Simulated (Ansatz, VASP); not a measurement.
## Zr3Ag in VASP and in Ansatz

```
CELL_PARAMETERS angstrom
4.47279 0.00000 0.00000
0.00000 4.47279 0.00000
0.00000 0.00000 3.90463
ATOMIC_POSITIONS crystal
Zr 0.50000 0.50000 0.00000
Zr 0.00000 0.50000 0.50000
Zr 0.50000 0.00000 0.50000
Ag 0.00000 0.00000 0.00000
```

Change from the starting cell: volume scaled by 0.94, PAW files.

Alike in both runs: task electric field gradients; functional LDA; k mesh 7 × 7 × 8; occupations fermi-dirac, width 0.05 eV; no spin polarisation.

```csv
,VASP,Ansatz
version,VASP 6.6.1,Ansatz 0.2.0
potentials or method,"VASP PAW LDA potentials, release 64 (Zr_sv, Ag)","PAW with Ansatz's default frozen-core files, scalar-relativistic"
plane-wave cutoff (eV),520,420
valence electrons in the cell,47,55
```

```tsv
	VASP	Ansatz	Ansatz less VASP
pressure (GPa)	1.8	1.7	-0.16
traceless stress, the component that is largest in VASP (GPa)	1.62	1.64	+0.021
size of Vzz on the site where it differs most (V/Å²)	59.1	52.5	-6.57
```

LDA's correlation is that of Perdew and Zunger in VASP and of Perdew and Wang (1992) in Ansatz. VASP's potentials hold 47 valence electrons a cell and Ansatz's 55, so a difference there can come from the potentials and not from the codes.
